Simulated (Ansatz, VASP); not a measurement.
# Two plane-wave programs on AlN

INCAR

```
PREC = Accurate ; ENCUT = 520
EDIFF = 1E-6 ; ISMEAR = 0
SIGMA = 0.05 ; LREAL = False
LASPH = True ; NELM = 60
ALGO = Normal ; ISIF = 2
LWAVE = False ; LCHARG = False
GGA = PS ; NBANDS = 11
```

Contents of KPOINTS:

```
regular mesh
0
Gamma
  10 10 10
```

File POSCAR:

```
AlN
1.0
    0.0000000000      2.1886566781      2.1886566781
    2.1886566781      0.0000000000      2.1886566781
    2.1886566781      2.1886566781      0.0000000000
Al N
1 1
Direct
   -0.0022533278      0.0067599835      0.0022533278
    0.7543405620      0.7369783140      0.7456594380
```

Input for Ansatz:

```yaml
crystal:
  lattice:
    - [0.0, 2.1886566781, 2.1886566781]
    - [2.1886566781, 0.0, 2.1886566781]
    - [2.1886566781, 2.1886566781, 0.0]
  atoms:
    - { symbol: Al, position: [-0.0022533278, 0.0067599835, 0.0022533278] }
    - { symbol: "N", position: [0.754340562, 0.736978314, 0.745659438] }
basis:
  ecutwfc: 520.0
kpoints:
  mp_grid: { grid: [10, 10, 10] }
hamiltonian:
  xc: pbesol
  pseudopotentials: { kind: paw, azcp: { folder: soft_1 } }
scf:
  occupations: { method: gaussian, width: 0.05 }
output:
  forces: true
  stress: true
  eigenvalues: true
```

Change from the starting cell: mode 4 frozen in at -0.038 Å and mode 5 at -0.019 Å (largest displacements).

Alike in both runs: task single point; functional PBEsol; k mesh 10 × 10 × 10; occupations gaussian, width 0.05 eV; no spin polarisation.

|  | VASP | Ansatz |
| --- | --- | --- |
| version | VASP 6.6.1 | Ansatz 0.2.0 |
| potentials or method | VASP PAW PBE potentials, release 64 (Al, N), cutoff 520 eV | scalar-relativistic, plane waves, PAW |
| valence electrons in the cell | 8 | 8 |

Ansatz gave:

| Property | Result |
| --- | --- |
| gap on the k mesh at the Fermi level (eV) | 3.02 |
| least direct gap on the mesh (eV) | 3.89 |
| pressure (GPa) | 0.5 |
| traceless stress, the component that is largest in VASP (GPa) | -3.96 |
| rms of the force components (eV/Å) | 0.538 |

Problem. Estimate VASP's values.

Solution. gap on the k mesh at the Fermi level (eV): 3.01; least direct gap on the mesh (eV): 3.90; pressure (GPa): 0.5; traceless stress, the component that is largest in VASP (GPa): -4.02; rms of the force components (eV/Å): 0.542.

VASP's potentials were made for PBE, not for PBEsol, and Ansatz warns of the same on its side. Atom by atom the forces differ by 0.004 eV/Å (rms over components). The functional is the same, so the differences come from potentials, cutoffs and numerics.
